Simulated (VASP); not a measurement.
# Sn31O32 (a cell with a defect) in VASP: single point with PBE

Aim: the single point of Sn31O32 (a cell with a defect) with PBE.

All numbers are computed with VASP 6.6.1; they aren't measurements. Logs are shortened: lines on timing, memory, paths and dates and some standing lists are left out, and cuts for length are marked.

**1. The cell of the first run**

The cell holds a defect, 63 atoms: a = 10.948 Å, b = 10.951 Å, c = 11.596 Å, α = 118.18°, β = 90.00°, γ = 90.00°.

**2. Single point, PBE, collinear spin, zero start**

File INCAR:

```
ALGO = Normal
EDIFF = 1E-6
ENCUT = 520
GGA = PE
ISIF = 2
ISMEAR = 0
ISPIN = 2
LASPH = T
LCHARG = F
LORBIT = 11
LREAL = Auto
LWAVE = F
MAGMOM = 0 0 0 0 0 0 0 0 0 0 0 0 0 0 0 0 0 0 0 0 0 0 0 0 0 0 0 0 0 0 0 0 0 0 0 0 0 0 0 0 0 0 0 0 0 0 0 0 0 0 0 0 0 0 0 0 0 0 0 0 0 0 0
NBANDS = 354
NELM = 150
PREC = Accurate
SIGMA = 0.05
```

File KPOINTS:

```
k-points
0
Gamma
  1 1 1
```

File POSCAR:

```
Sn31O32
1.0
  -10.9476480000      0.0000000000      0.0000000000
    0.0000000000    -10.9511840000      0.0000000000
    0.0000000000      5.4755920000     10.2219600000
Sn O
31 32
Direct
   -0.0002450745      0.8079075255      0.8655396139
    0.7552835184      0.0599785230      0.8596170862
    0.7546993913      0.5512247722      0.8596243437
    0.4997088096      0.8065985334      0.8618401457
    0.5000864593      0.3088622344      0.8664878711
    0.2447217951      0.5505293597      0.8596244467
    0.2450903538      0.0592349957      0.8595957112
   -0.0001699526      0.1898607933      0.1365402564
   -0.0000841363      0.6971779183      0.1365922500
    0.7509344307      0.9449495950      0.1392502869
    0.7483579654      0.4420667262      0.1334014385
    0.4999734053      0.6939648736      0.1362948804
    0.4998974484      0.1923314189      0.1362263128
    0.2516104031      0.4414920785      0.1332969319
    0.2489726457      0.9443978324      0.1391791103
   -0.0000202791      0.0594982637      0.3685364302
    0.0000101187      0.5558603936      0.3613476751
    0.7501595324      0.8055730548      0.3644865483
    0.7500960307      0.3095740517      0.3644481743
    0.4999390936      0.5562039244      0.3624179891
    0.4999249585      0.0579505161      0.3657863730
    0.2496151351      0.3090014759      0.3643330622
    0.2497258811      0.8050165572      0.3644235090
   -0.0000989041      0.4378470145      0.6370347058
    0.0000017702      0.9495469738      0.6370175937
    0.7557819512      0.1948469994      0.6381479363
    0.7534696101      0.6965320458      0.6414073304
    0.5001913550      0.9508935103      0.6423301094
    0.4996833331      0.4426722099      0.6423318070
    0.2459836499      0.6957621394      0.6414004338
    0.2442785064      0.1942087729      0.6381978644
    0.8750278147      0.1266685628      0.2539640481
    0.8747246904      0.6241845568      0.2474362902
    0.6251286547      0.8754433644      0.2510710884
    0.6245490198      0.3740731025      0.2481414165
    0.3753256857      0.6241896638      0.2484529717
    0.3747514038      0.1256705537      0.2512145005
    0.1250515431      0.3734224319      0.2472586793
    0.1248347498      0.8776249361      0.2540338505
    0.8629093015      0.1045456740      0.7331191634
    0.8761881495      0.6316076723      0.7542780256
    0.6255551027      0.8772174868      0.7515519854
    0.6213811533      0.3770225792      0.7557166625
    0.3739623080      0.6254668309      0.7514931157
    0.3786517056      0.1298637669      0.7558310965
    0.1372351047      0.3793934188      0.7331884564
    0.1234209280      0.8734841134      0.7546003131
    0.8626863464      0.3800954979      0.7336661905
    0.8768834268      0.8741467860      0.7544306492
    0.6215886718      0.1303715299      0.7556606936
    0.6250210342      0.6258997487      0.7513145698
    0.3745369455      0.8764283002      0.7510682221
    0.3784795556      0.3764544935      0.7556656392
    0.1227070892      0.6309360280      0.7544872221
    0.1371957499      0.1041906773      0.7335182088
    0.8750971582      0.8779750038      0.2540078486
    0.8748190775      0.3738279410      0.2473118769
    0.6245876784      0.6246433205      0.2486189918
    0.6249896848      0.1260491225      0.2512978426
    0.3752879158      0.3738463500      0.2484374363
    0.3748208442      0.8752442789      0.2513317492
    0.1247430860      0.1260701926      0.2534968270
    0.1251319762      0.6235728207      0.2469724295
```

Potentials or basis: VASP PAW PBE potentials, release 64 (Sn_d, O).

Run with:

```console
cat potpaw_PBE.64/Sn_d/POTCAR potpaw_PBE.64/O/POTCAR > POTCAR
mpirun -np 1 vasp_gam > vasp.out
```

OUTCAR:

```text
EDIFF = 1E-6
   ENCUT = 520
   GGA = PE
   ISIF = 2
   ISMEAR = 0
   ISPIN = 2
   LASPH = T
   LORBIT = 11
   LREAL = Auto
   NELM = 150
   PREC = Accurate

 ion  position               nearest neighbor table
   1  1.000  0.808  0.866-  54 2.21  41 2.21  47 2.21  49 2.21  30 3.54  27 3.54  24 3.65  25 3.65

   2  0.755  0.060  0.860-  40 2.11  49 2.25  50 2.25  42 2.29  25 3.51  26 3.52  28 3.57  27 3.57

   3  0.755  0.551  0.860-  48 2.11  43 2.25  41 2.25  51 2.29  26 3.52  24 3.52  29 3.57  27 3.57
[... 71 lines left out ...]
  50  0.622  0.130  0.756-   5 2.21  28 2.22   2 2.25  26 2.33
  51  0.625  0.626  0.751-   4 2.25  29 2.26  27 2.27   3 2.29
  52  0.375  0.876  0.751-   4 2.25  28 2.26  30 2.27   7 2.28
  53  0.378  0.376  0.756-   5 2.21  29 2.22   6 2.25  31 2.33
  54  0.123  0.631  0.754-   1 2.21  30 2.22   6 2.25  24 2.33
  55  0.137  0.104  0.734-   7 2.11  25 2.14  31 2.14
  56  0.875  0.878  0.254-  10 2.25  16 2.26   9 2.26  18 2.26
  57  0.875  0.374  0.247-  19 2.26  17 2.26   8 2.27  11 2.27
  58  0.625  0.625  0.249-  12 2.25  11 2.26  20 2.26  18 2.26
  59  0.625  0.126  0.251-  10 2.26  13 2.26  21 2.26  19 2.27
  60  0.375  0.374  0.248-  13 2.25  14 2.26  20 2.26  22 2.26
  61  0.375  0.875  0.251-  15 2.26  12 2.26  21 2.27  23 2.27
  62  0.125  0.126  0.253-  15 2.25   8 2.26  16 2.26  22 2.26
  63  0.125  0.624  0.247-  23 2.26  17 2.26   9 2.27  14 2.27

  LATTYP: Found a base centered orthorhombic cell.
 ALAT       =    10.9511840000
 B/A-ratio  =     1.8668228020
 C/A-ratio  =     0.9996771125

  Lattice vectors:

 A1 = (   0.0000000000,  -5.4755920000, -10.2219600000)
 A2 = (   0.0000000000,  -5.4755920000,  10.2219600000)
 A3 = ( -10.9476480000,   0.0000000000,   0.0000000000)

Analysis of symmetry for initial positions (statically):
=====================================================================
 Subroutine PRICEL returns:
 Original cell was already a primitive cell.

 Routine SETGRP: Setting up the symmetry group for a
 base centered orthorhombic supercell.

 Subroutine GETGRP returns: Found  1 space group operations
 (whereof  1 operations were pure point group operations)
 out of a pool of  8 trial point group operations.

The static configuration has the point symmetry C_1 .

Analysis of symmetry for dynamics (positions and initial velocities):
=====================================================================
 Subroutine PRICEL returns:
 Original cell was already a primitive cell.

 Routine SETGRP: Setting up the symmetry group for a
 base centered orthorhombic supercell.

 Subroutine GETGRP returns: Found  1 space group operations
 (whereof  1 operations were pure point group operations)
 out of a pool of  8 trial point group operations.

The dynamic configuration has the point symmetry C_1 .

Analysis of structural, dynamic, and magnetic symmetry:
=====================================================================
 Subroutine PRICEL returns:
 Original cell was already a primitive cell.

 Routine SETGRP: Setting up the symmetry group for a
 base centered orthorhombic supercell.

 Subroutine GETGRP returns: Found  1 space group operations
 (whereof  1 operations were pure point group operations)
 out of a pool of  8 trial point group operations.

The overall configuration has the point symmetry C_1 .

 Subroutine INISYM returns: Found  1 space group operations
 (whereof  1 operations are pure point group operations),
 and found     1 'primitive' translations

----------------------------------------------------------------------------------------

                                     Primitive cell

  volume of cell :    1225.5078

  direct lattice vectors                    reciprocal lattice vectors
   -10.947648000  0.000000000  0.000000000    -0.091343821  0.000000000  0.000000000
[... 180 lines left out ...]
   LSORBIT =      F    spin-orbit coupling
   LASPH  =      T    aspherical Exc in radial PAW
   ENCUT  =  520.0 eV  38.22 Ry    6.18 a.u.  20.36 20.36 21.56*2*pi/ulx,y,z
   NELM   =    150;   NELMIN=  2; NELMDL= -5     # of ELM steps
   EDIFF  = 0.1E-05   stopping-criterion for ELM
   LREAL  =      T    real-space projection
   EDIFFG = 0.1E-04   stopping-criterion for IOM
   NSW    =      0    number of steps for IOM
   IBRION =     -1    ionic relax: 0-MD 1-quasi-New 2-CG
   NFREE  =      0    steps in history (QN), initial steepest desc. (CG)
   ISIF   =      2    stress and relaxation
   ISYM   =      2    0-nonsym 1-usesym 2-fastsym
   POTIM  = 0.5000    time-step for ionic-motion
   TEBEG  =    0.0;   TEEND  =   0.0 temperature during run
   PSTRESS=    0.0 pullay stress
   NELECT =     626.0000    total number of electrons
   NUPDOWN=      -1.0000    fix difference up-down
   EMIN   =  10.00;   EMAX   =-10.00  energy-range for DOS
   EFERMI =   0.00;   METHOD = LEGACY
   ISMEAR =     0;   SIGMA  =   0.05  broadening in eV -4-tet -1-fermi 0-gaus
   EFERMI_NEDOS =   21; number of points for ismear=-14 and -15
   IALGO  =     38    algorithm
   IMIX   =      4    mixing-type and parameters
     AMIX     =   0.40;   BMIX     =  1.00
     AMIX_MAG =   1.60;   BMIX_MAG =  1.00
  volume/ion in A,a.u.               =      19.45       131.27
  Fermi-wavevector in a.u.,A,eV,Ry     =   1.308662  2.473013 23.301296  1.712597
  Thomas-Fermi vector in A             =   2.439314
   LORBIT       =     11    0 simple, 1 ext, 2 COOP (PROOUT), +10 PAW based schemes
   GGA     = PE    functional components
   LHFCALC =     F    Hartree Fock is set to
   AEXX    =    0.0000 exact exchange contribution
   IVDW    =     0    specifies the selected vdW correction
   LEPSILON=     F    determine dielectric tensor
   LRPA    =     F    only Hartree local field effects (RPA)
 spin polarized calculation
 Gauss-broadening in eV      SIGMA  =   0.05
  energy-cutoff  :      520.00
  volume of cell :     1225.51
 maximum number of plane-waves:     16526
 NGX is ok and might be reduce to    84
   NGX = 41   NGY = 41   NGZ = 43

 number of electron     625.9999917 magnetization      -0.0000000

 number of electron     625.9999917 magnetization       0.0000000

 Free energy of the ion-electron system (eV)
  ---------------------------------------------------
  ext. energy  EPLUGINS =         0.00000000
  ---------------------------------------------------
  free energy    TOTEN  =      -357.48456138 eV

  energy without entropy =     -357.48456138  energy(sigma->0) =     -357.48456138

 E-fermi :   5.4764     XC(G=0):  -9.5980

 val. band max:        5.2194947800   @ k =   0.0000   0.0000   0.0000
 cond. band min:       5.7458841998   @ k =   0.0000   0.0000   0.0000
 fundamental gap:      0.5263894197
 Fermi energy:         5.4763555757

 spin component 1

 k-point     1 :       0.0000    0.0000    0.0000
  band No.  band energies     occupation
      1     -16.1474      1.00000
      2     -16.1134      1.00000
      3     -16.1086      1.00000
      4     -16.1063      1.00000
      5     -16.0897      1.00000
      6     -16.0816      1.00000
[... 317 lines left out ...]
    324       8.1651      0.00000
    325       8.2093      0.00000
 Fermi energy:         5.4763555757

 spin component 2

 k-point     1 :       0.0000    0.0000    0.0000
  band No.  band energies     occupation
      1     -16.1474      1.00000
      2     -16.1134      1.00000
      3     -16.1086      1.00000
      4     -16.1063      1.00000
      5     -16.0897      1.00000
      6     -16.0816      1.00000
[... 317 lines left out ...]
    324       8.1651      0.00000
    325       8.2093      0.00000
 [bands above 325 left out]

------------------------ aborting loop because EDIFF is reached ----------------------------------------

  FORCE on cell =-STRESS in cart. coord.  units (eV):
  Direction    XX          YY          ZZ          XY          YZ          ZX
  --------------------------------------------------------------------------------------
  -------------------------------------------------------------------------------------
  Total       -1.5656099     -5.5394621     -1.3343418     -0.0406667      0.0317959      0.0143103
  in kB       -2.0468126     -7.2420597     -1.7444623     -0.0531659      0.0415686      0.0187087
  external PRESSURE =      -3.6777782 kB  Pullay stress =       0.0000000 kB

 VOLUME and BASIS-vectors are now :
 -----------------------------------------------------------------------------
  energy-cutoff  :      520.00
  volume of cell :     1225.51
      direct lattice vectors                 reciprocal lattice vectors
   -10.947648000  0.000000000  0.000000000    -0.091343821  0.000000000  0.000000000
     0.000000000-10.951184000  0.000000000     0.000000000 -0.091314327  0.048914298
     0.000000000  5.475592000 10.221960000     0.000000000  0.000000000  0.097828596

 POSITION                                       TOTAL-FORCE (eV/Angst)
 -----------------------------------------------------------------------------------
    -10.94497     -4.10820      8.84751         0.000726     -0.016913      0.114549
     -8.26858      4.05008      8.78697         0.002842     -0.014553      0.071492
     -8.26218     -1.32961      8.78705        -0.012257      0.022840      0.075754
     -5.47064     -4.11412      8.80970        -0.005280     -0.003269      0.105054
     -5.47477      1.36213      8.85720         0.002765     -0.002530      0.094077
     -2.67913     -1.32200      8.78705         0.000630      0.016837      0.074860
[... 55 lines left out ...]
     -1.36564      0.00743      2.59123        -0.007625      0.009183     -0.004433
     -1.36990     -5.47654      2.52454         0.000341     -0.007475     -0.005565
 -----------------------------------------------------------------------------------
    total drift:                                0.017409     -0.000714      0.028602

  FREE ENERGIE OF THE ION-ELECTRON SYSTEM (eV)
  ---------------------------------------------------
  free  energy   TOTEN  =      -357.4845613847 eV

  energy  without entropy=     -357.4845613847  energy(sigma->0) =     -357.48456138

 total charge

# of ion       s       p       d       tot
------------------------------------------
    1        1.219   0.823  10.081  12.123
    2        1.229   0.807  10.077  12.112
    3        1.228   0.807  10.077  12.113
    4        1.246   0.764  10.062  12.073
    5        1.219   0.824  10.081  12.124
    6        1.228   0.807  10.077  12.113
[... 55 lines left out ...]
   62        1.575   3.420   0.000   4.995
   63        1.575   3.415   0.000   4.989
--------------------------------------------------
tot         89.157 133.319 311.989 534.465

 magnetization (x)

# of ion       s       p       d       tot
------------------------------------------
    1       -0.000   0.000   0.000   0.000
    2       -0.000  -0.000  -0.000  -0.000
    3        0.000  -0.000  -0.000  -0.000
    4        0.000   0.000   0.000   0.000
    5       -0.000   0.000   0.000  -0.000
    6       -0.000   0.000   0.000  -0.000
[... 55 lines left out ...]
   62       -0.000  -0.000   0.000  -0.000
   63        0.000  -0.000   0.000  -0.000
--------------------------------------------------
tot          0.000  -0.000   0.000  -0.000
```

Run time: 26 min. Hardware: 1 thread of AMD EPYC 7R13 (Zen 3), shared host; peak memory 1.6 GiB.

Results:

* Free energy: -357.4846 eV
* Pressure: -0.4 GPa
* Largest force: 0.116 eV/Å
* Net moment: 0.00 μB per cell
* Valence electrons inside the program's atomic spheres: Sn 12.12, 12.11, 12.07, 12.06, 12.10, 12.09 (each value once); O 5.00, 4.99, 5.01 (each value once)

Forces in eV/Å, atoms in the order of the input:
```
Sn   0.001 -0.017  0.115
Sn   0.003 -0.015  0.071
Sn  -0.012  0.023  0.076
Sn  -0.005 -0.003  0.105
Sn   0.003 -0.003  0.094
Sn   0.001  0.017  0.075
Sn   0.003 -0.011  0.075
Sn  -0.005  0.007 -0.106
Sn   0.000  0.004 -0.095
Sn   0.017  0.011 -0.066
Sn   0.006  0.011 -0.082
Sn  -0.001 -0.005 -0.067
Sn   0.002  0.024 -0.071
Sn  -0.003  0.008 -0.083
Sn  -0.015 -0.001 -0.063
Sn   0.001  0.006  0.041
Sn   0.000 -0.010  0.086
Sn  -0.004 -0.006  0.098
Sn  -0.011 -0.005  0.081
Sn   0.001 -0.014  0.060
Sn  -0.001 -0.002  0.109
Sn   0.009 -0.010  0.084
Sn   0.009 -0.010  0.098
Sn  -0.001  0.001 -0.060
Sn   0.000 -0.029 -0.052
Sn  -0.011  0.020 -0.059
Sn   0.003  0.013 -0.081
Sn   0.005  0.001 -0.071
Sn  -0.001  0.011 -0.075
Sn  -0.003  0.002 -0.083
Sn   0.017  0.021 -0.068
O    0.009  0.003 -0.011
O   -0.005 -0.010 -0.012
O   -0.009  0.002 -0.001
O    0.015 -0.008  0.012
O   -0.016  0.005  0.003
O    0.011 -0.003 -0.006
O   -0.005  0.002 -0.010
O   -0.009 -0.011 -0.012
O    0.014  0.008  0.000
O   -0.013  0.027 -0.002
O   -0.013 -0.011  0.002
O   -0.020  0.009 -0.003
O    0.010  0.009  0.002
O    0.031 -0.013  0.003
O   -0.007 -0.004 -0.001
O    0.016 -0.026 -0.005
O    0.007 -0.009  0.009
O   -0.011 -0.021  0.001
O   -0.031 -0.010 -0.002
O   -0.006  0.007 -0.007
O    0.007 -0.011 -0.009
O    0.022  0.011  0.000
O    0.007  0.022 -0.006
O   -0.017  0.006  0.001
O    0.007 -0.014 -0.018
O    0.007  0.002 -0.014
O    0.019  0.003  0.008
O   -0.013 -0.007 -0.001
O   -0.015 -0.007  0.011
O    0.010  0.006 -0.007
O   -0.008  0.009 -0.004
O    0.000 -0.007 -0.006
```

Stress tensor (GPa, compression positive):
```
-0.20 -0.01  0.00
-0.01 -0.72  0.00
 0.00  0.00 -0.17
```

Caveat: the k points lie up to 0.65 Å⁻¹ apart; spin-orbit coupling is left out, which moves the levels of the heavy elements.
